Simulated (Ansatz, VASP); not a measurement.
RbBr: VASP beside Ansatz

Contents of POSCAR:

```
RbBr
1.0
    0.0000000000      3.8694968646      3.8694968646
    3.8694968646      0.0000000000      3.8694968646
    3.8694968646      3.8694968646      0.0000000000
Rb Br
1 1
Direct
    0.0000000000      0.0000000000      0.0000000000
    0.2500000000      0.2500000000      0.2500000000
```

The input INCAR.step1:

```
SYSTEM = RbBr
PREC = Accurate
ENCUT = 520
EDIFF = 1E-5
ISMEAR = 0
SIGMA = 0.01
LREAL = .FALSE.
LASPH = .TRUE.
NELM = 100
ALGO = Normal
ISIF = 2
LWAVE = .TRUE.
LCHARG = .FALSE.
GGA = PE
NBANDS = 15
```

File INCAR.step2:

```
SYSTEM = RbBr
PREC = Accurate
ENCUT = 520
EDIFF = 1E-6
ISMEAR = 0
SIGMA = 0.01
LREAL = .FALSE.
LASPH = .TRUE.
NELM = 100
ALGO = Normal
ISIF = 2
LWAVE = .FALSE.
LCHARG = .FALSE.
GGA = PE
LHFCALC = .TRUE.
AEXX = 0.75
HFSCREEN = 0.2078
PRECFOCK = Normal
ISTART = 1
NBANDS = 15
```

KPOINTS

```
regular mesh
0
G
  4 4 4
  0 0 0
```

Input for Ansatz:

```yaml
crystal:
  lattice:
    - [0.0, 3.8694968646, 3.8694968646]
    - [3.8694968646, 0.0, 3.8694968646]
    - [3.8694968646, 3.8694968646, 0.0]
  atoms:
    - { symbol: Rb, position: [0.0, 0.0, 0.0] }
    - { symbol: Br, position: [0.25, 0.25, 0.25] }
kpoints:
  mp_grid: { grid: [4, 4, 4] }
hamiltonian:
  xc:
    exchange: pbe
    correlation: pbe
    exx: { coeff: 0.75, omega: 0.2078 }
scf:
  occupations: { method: fixed }
  n_extra_bands: 4
output:
  forces: true
  stress: true
  eigenvalues: true
```

Alike in both runs: task single point; functional PBE-based screened hybrid with a share of 0.75 of exact exchange and HFSCREEN = 0.2078; k mesh 4 × 4 × 4; no spin polarisation.

|  | VASP | Ansatz |
| --- | --- | --- |
| version | VASP 6.6.1 | Ansatz 0.2.0 |
| potentials or method | VASP PAW PBE potentials, release 64 (Rb_sv, Br) | plane waves |
| plane-wave cutoff (eV) | 520 | 420 |
| occupations | gaussian, width 0.01 eV | fixed |
| valence electrons in the cell | 16 | 16 |

```tsv
	VASP	Ansatz	Ansatz less VASP
gap on the k mesh at the Fermi level (eV)	7.50	7.49	-0.004
pressure (GPa)	-0.1	-0.1	+0.01
```

VASP's potentials were made for PBE, not for PBE-based screened hybrid. Ansatz's warnings: stress exchange threshold loose, stress scf threshold loose.
